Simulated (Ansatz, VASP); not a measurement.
# One calculation of Pd, two programs

```
Pd
1.0
     0.00000    1.97371    1.97371
     1.97371    0.00000    1.97371
     1.97371    1.97371    0.00000
Pd
1
Direct
  0.00000 0.00000 0.00000
```

Alike in both runs: task single point; functional PBE; k mesh 14 × 14 × 14; collinear spin.

|  | VASP | Ansatz |
| --- | --- | --- |
| version | VASP 6.6.1 | Ansatz 0.2.0 |
| potentials or method | VASP PAW PBE potentials, release 64 (Pd), cutoff 520 eV | plane waves (420 eV) with PAW, scalar-relativistic |
| occupations | methfessel-paxton of order 1, width 0.03 eV | cold, width 0.03 eV |
| valence electrons in the cell | 10 | 18 |

|  | VASP | Ansatz | Ansatz less VASP |
| --- | --- | --- | --- |
| pressure (GPa) | -0.3 | 0.0 | +0.29 |
| net moment per atom (μB) | 0.46 | 0.46 | +0.001 |
| size of the moment on the site where the two differ most (μB) | 0.46 | 0.47 | +0.008 |

Site moments also hang on the region over which each program counts them. VASP's potentials hold 10 valence electrons a cell and Ansatz's 18, so a difference there can come from the potentials and not from the codes. Ansatz's warnings: stability check not made.
